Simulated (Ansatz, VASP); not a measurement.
CuO in VASP and in Ansatz

```xyz
8
Lattice="-2.3418 1.7113 0.0000 0.8500 0.0000 -5.0579 -2.3418 -5.1339 0.0000" Properties=species:S:1:pos:R:3 pbc="T T T"
Cu   -1.1500   -0.8247   -0.0030
Cu   -3.4919   -2.5360   -0.0030
Cu   -3.0669   -0.8247   -2.5320
Cu   -3.0669   -4.2473   -2.5320
O    -1.6834   -0.2483   -3.7964
O    -1.6834   -3.6709   -3.7964
O    -2.1084    0.3103   -1.2675
O    -2.2756   -3.3602   -1.2432
```

Alike in both runs: task single point; functional PBE; k mesh 3 × 2 × 2; occupations fermi-dirac, width 0.05 eV; no spin polarisation.

```csv
,VASP,Ansatz
version,VASP 6.6.1,Ansatz 0.2.0
potentials or method,"VASP PAW PBE potentials, release 64 (Cu_sv_GW, O)",Ansatz PAW
plane-wave cutoff (eV),820,420
valence electrons in the cell,100,100
```

```tsv
	VASP	Ansatz	Ansatz less VASP
gap on the k mesh at the Fermi level (eV)	none	none	-
pressure (GPa)	8.0	8.8	+0.84
traceless stress, the component that is largest in VASP (GPa)	2.42	2.36	-0.062
rms of the force components (eV/Å)	0.783	0.778	-0.0054
```

Atom by atom the forces differ by 0.008 eV/Å (rms over components). A gap of «none» marks a metal or a gap that the smearing closes. With one functional, cell and mesh, what is left measures potentials, basis and numerics.

The k mesh is coarse, so the values compare programs but aren't converged.
